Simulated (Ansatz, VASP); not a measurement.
**Two plane-wave programs on Ni**

```
CELL_PARAMETERS angstrom
-1.38372 1.38372 1.38372
1.38372 -1.38372 1.38372
1.38372 1.38372 -1.38372
ATOMIC_POSITIONS crystal
Ni 0.00000 0.00000 0.00000
```

Alike in both runs: task single point; functional PBE; k mesh 11 × 11 × 11; occupations fermi-dirac, width 0.05 eV; collinear spin; fixed moment 2 μB.

```csv
,VASP,Ansatz
version,VASP 6.6.1,Ansatz 0.2.0
potentials or method,"VASP PAW PBE potentials, release 64 (Ni_sv_GW)",Ansatz PAW
plane-wave cutoff (eV),690,420
valence electrons in the cell,18,18
```

|  | VASP | Ansatz | Ansatz less VASP |
| --- | --- | --- | --- |
| net moment per atom (μB) | 2.00 | 2.00 | 0.000 |
| size of the moment on the site where the two differ most (μB) | 1.80 | 1.78 | -0.025 |

Site moments also hang on the region over which each program counts them. With one functional, cell and mesh, what is left measures potentials, basis and numerics.
